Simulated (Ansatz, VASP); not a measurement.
## InSb in VASP and in Ansatz

INCAR

```
SYSTEM = InSb
PREC     = Accurate       ! precision mode
ENCUT    = 520            ! plane-wave cutoff, eV
EDIFF    = 1E-6           ! SCF threshold, eV
ISMEAR   = -1             ! smearing method
SIGMA    = 0.03           ! smearing width, eV
LREAL    = .False.        ! projectors in reciprocal space
LASPH    = .True.         ! aspherical terms in the spheres
NELM     = 100            ! most SCF steps
ALGO     = Normal         ! electronic algorithm
ISIF     = 2              ! what is computed and relaxed
LWAVE    = .False.        ! write WAVECAR
LCHARG   = .False.        ! write CHGCAR
NBANDS   = 16             ! bands
```

KPOINTS

```
Automatic mesh
0
Gamma
  10 10 10
  0 0 0
```

POSCAR

```
InSb
1.0
    0.0000000000      3.2605516185      3.2605516185
    3.2605516185      0.0000000000      3.2605516185
    3.2605516185      3.2605516185      0.0000000000
In Sb
1 1
Direct
    0.0000000000      0.0000000000      0.0000000000
    0.7500000000      0.7500000000      0.7500000000
```

Input for Ansatz:

```yaml
crystal:
  lattice:
    - [0.0, 3.2605516185, 3.2605516185]
    - [3.2605516185, 0.0, 3.2605516185]
    - [3.2605516185, 3.2605516185, 0.0]
  atoms:
    - { symbol: In, position: [0.0, 0.0, 0.0] }
    - { symbol: Sb, position: [0.75, 0.75, 0.75] }
kpoints:
  mp_grid: { grid: [10, 10, 10] }
scf:
  occupations: { method: fermi_dirac, width: 0.03 }
hamiltonian:
  xc: lda
  pseudopotentials: { kind: all_electron, lapw: { basis_error: 0.00025 } }
output:
  forces: true
  stress: true
  eigenvalues: true
```

Change from the starting cell: volume scaled by 1.02.

Alike in both runs: task single point; functional LDA; k mesh 10 × 10 × 10; occupations fermi-dirac, width 0.03 eV; no spin polarisation.

|  | VASP | Ansatz |
| --- | --- | --- |
| version | VASP 6.6.1 | Ansatz 0.2.0 |
| potentials or method | VASP PAW LDA potentials, release 64 (In_d, Sb), cutoff 520 eV | all-electron LAPW, scalar-relativistic |

VASP gave:

| Property | Result |
| --- | --- |
| pressure (GPa) | -1.3 |

Estimate Ansatz's values.

pressure (GPa): -1.4.

LDA's correlation is that of Perdew and Zunger in VASP and of Perdew and Wang (1992) in Ansatz. Ansatz ran all-electron here, and VASP with PAW potentials.

Neither program's run includes spin-orbit coupling.
